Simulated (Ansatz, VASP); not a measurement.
**One calculation of MgO, two programs**

INCAR

```
SYSTEM = MgO
PREC = Accurate ; ENCUT = 600
EDIFF = 1E-6 ; ISMEAR = -1
SIGMA = 0.02 ; LREAL = .False.
LASPH = .True. ; NELM = 120
ALGO = Normal ; ISIF = 2
LWAVE = .False. ; LCHARG = .False.
GGA = PS ; NBANDS = 11
GGA_COMPAT = .False.
```

Contents of KPOINTS:

```
regular mesh
0
Gamma
  8 8 8
  0 0 0
```

File POSCAR:

```
MgO
1.0
    0.0000000000      2.1485000000      2.1485000000
    2.1485000000      0.0000000000      2.1485000000
    2.1485000000      2.1485000000      0.0000000000
Mg O
1 1
Direct
    0.0000000000      0.0000000000      0.0000000000
    0.5000000000      0.5000000000      0.5000000000
```

Input for Ansatz:

```yaml
crystal:
  lattice:
    - [0.0, 2.1485, 2.1485]
    - [2.1485, 0.0, 2.1485]
    - [2.1485, 2.1485, 0.0]
  atoms:
    - { symbol: Mg, position: [0.0, 0.0, 0.0] }
    - { symbol: O, position: [0.5, 0.5, 0.5] }
hamiltonian:
  xc: pbesol
  pseudopotentials: { kind: paw }
basis:
  ecutwfc: 420
kpoints:
  mp_grid: { grid: [8, 8, 8] }
scf:
  occupations: { method: fermi_dirac, width: 0.02 }
  lower_state_search: "off"
  algorithm: density_mixing
  max_iter: 80
  mixing: { algorithm: broyden, ndim: 8, beta: 0.3, preconditioner: none }
output:
  forces: true
  stress: true
```

Alike in both runs: task single point; functional PBEsol; k mesh 8 × 8 × 8; occupations fermi-dirac, width 0.02 eV; no spin polarisation.

|  | VASP | Ansatz |
| --- | --- | --- |
| version | VASP 6.6.1 | Ansatz 0.2.0 |
| potentials or method | VASP PAW PBE potentials, release 64 (Mg, O), cutoff 600 eV | PAW, plane waves, scalar-relativistic |
| valence electrons in the cell | 8 | 16 |

VASP gave:

| Item | Value |
| --- | --- |
| pressure (GPa) | -8.9 |

Question: Which values does Ansatz return?

Answer: Pressure (GPa): -8.2.

VASP's potentials were made for PBE, not for PBEsol. With one functional, cell and mesh, what is left measures potentials, basis and numerics. VASP's potentials hold 8 valence electrons a cell and Ansatz's 16, so a difference there can come from the potentials and not from the codes.
